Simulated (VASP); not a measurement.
# ZnC: single point with PBE

ZnC:

```xyz
2
Lattice="0.0000 2.1947 2.1947 2.1947 0.0000 2.1947 2.1947 2.1947 0.0000" Properties=species:S:1:pos:R:3 pbc="T T T"
Zn    0.0000    0.0000    0.0000
C     2.1947    2.1947    2.1947
```

```json
{
  "Program": "VASP 6.6.1",
  "Task": "single point",
  "Functional": "PBE",
  "Potentials or basis": "VASP PAW PBE potentials, release 64 (Zn, C)",
  "Cutoff": "520 eV",
  "k mesh": "22 × 22 × 22",
  "Occupations": "gaussian, width 0.1 eV",
  "Spin": "no spin polarisation"
}
```

| Property | Result |
| --- | --- |
| Pressure | 0.8 GPa |
| Band gap on the k mesh | zero (band 8 reaches 5.78 eV, above the bottom of band 9 at 1.53 eV) |

Levels at points of the mesh, in eV from the Fermi level:
```
           k point  band 6  band 7  band 8  band 9  band 10  band 11
(0.00, 0.00, 0.00)   -6.64    1.19    1.19    1.19     6.77    15.06
(0.50, 0.00, 0.00)   -6.39   -4.88    1.98    1.98     7.13    10.22
(0.50, 0.50, 0.00)   -5.34   -4.60   -1.36   -1.36     3.34     8.87
```

It took 67 s on 1 thread of Intel Xeon 6975P-C (shared host), peak memory 0.22 GiB.
